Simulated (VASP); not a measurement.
# BN: single point with PBE+D3(BJ)

BN:

```
B N
1.0
     0.00000    3.33948    2.16883
     1.25384    0.00000    2.16883
     1.25384    3.33948    0.00000
B N
1 1
Direct
  0.00011 0.00011 0.99989
  0.63201 0.63201 0.36799
```

This cell differs from its parent crystal: all N atoms moved -0.150 Å, as atom 2 along Cartesian [0 0 1].

```
Program             : VASP 6.6.1
Task                : single point
Functional          : PBE
Dispersion          : D3(BJ)
Potentials or basis : VASP PAW PBE potentials, release 64 (B, N)
Cutoff              : 520 eV
k mesh              : 12 × 12 × 12
Occupations         : gaussian, width 0.05 eV
Spin                : no spin polarisation
```

```yaml
Pressure: 7.0 GPa
Largest_force: 4.747 eV/Å
Band_gap_on_the_k_mesh: 3.79 eV, indirect (least direct gap 4.62 eV)
Dispersion_energy_per_atom: -0.140 eV
```

Forces on the atoms (eV/Å):
```
B    0.000  0.000 -4.747
N    0.000  0.000  4.747
```

Stress tensor (GPa, compression positive):
```
25.13  0.00  0.00
 0.00 -0.38  0.00
 0.00  0.00 -3.69
```

Levels at points of the mesh, in eV from the valence-band top:
```tsv
k point	band 1	band 2	band 3	band 4	band 5	band 6	band 7	band 8	band 9
(0.00, 0.00, 0.00)	-18.22	-4.59	-3.46	-0.02	4.76	9.04	12.79	13.76	14.38
(0.50, 0.00, 0.00)	-15.20	-9.46	-3.87	-1.14	3.79	8.91	13.20	15.74	20.19
(0.50, 0.50, 0.00)	-14.92	-9.07	-5.53	-1.29	7.03	8.82	12.30	13.73	18.37
(0.50, 0.00, 0.50)	-17.94	-6.64	-3.50	0.00	8.96	9.78	11.97	13.55	16.03
(0.00, 0.50, 0.50)	-14.76	-8.81	-5.59	-2.51	4.52	9.34	14.07	17.68	19.84
```

It took 41 s on 1 thread of AMD EPYC 9R45 96-Core Processor (Zen 5), with other jobs on the host, peak memory 0.16 GiB.

Caveat: the cell differs from its parent crystal (all N atoms moved -0.150 Å, as atom 2 along Cartesian [0 0 1]); forces of over 1 eV/Å act on the atoms, so gaps and moduli don't describe the material at rest. A k mesh can miss the band edges.
